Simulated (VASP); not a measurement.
Input of a VASP 6.6.1 run:

File INCAR:

```
SYSTEM = CaAl2Ge2
  PREC = Accurate
  ENCUT = 520
  EDIFF = 1E-7
  ISMEAR = -1
  SIGMA = 0.1
  LREAL = .False.
  LASPH = .True.
  NELM = 100
  ALGO = Normal
  ISIF = 2
  LWAVE = .False.
  LCHARG = .False.
  NBANDS = 30
```

KPOINTS

```
regular mesh
0
Gamma
  6 6 4
  0 0 0
```

The input POSCAR:

```
CaAl2Ge2
1.0
    4.3106985341      0.0000000000      0.0000000000
   -2.1553492671      3.7331791007      0.0000000000
    0.0000000000      0.0000000000      7.4083647046
Ca Al Ge
1 2 2
Direct
    0.0000000000      0.0000000000      0.0000000000
    0.3333333333      0.6666666667      0.6293000000
    0.6666666667      0.3333333333      0.3707000000
    0.3333333333      0.6666666667      0.2621700000
    0.6666666667      0.3333333333      0.7378300000
```

Potentials or basis: VASP PAW LDA potentials, release 64 (Ca_sv, Al, Ge_d).

Launch:

```sh
$ cat potpaw_LDA.64/Ca_sv/POTCAR potpaw_LDA.64/Al/POTCAR potpaw_LDA.64/Ge_d/POTCAR > POTCAR
$ mpirun -np 1 vasp_std > vasp.out
```

**Question.** What does it give for the band gap on the k mesh?

**Answer.** Zero (bands 22 and 23 overlap by 0.42 eV).

**Question.** What does it give for the pressure?

**Answer.** -7.3 GPa.

**Question.** What does it give for the largest force?

**Answer.** 0.235 eV/Å.

Forces on the atoms (eV/Å):
```
Ca   0.000  0.000  0.000
Al   0.000  0.000 -0.048
Al   0.000  0.000  0.048
Ge   0.000  0.000  0.235
Ge   0.000  0.000 -0.235
```

Caveat: the cell stands under tension.
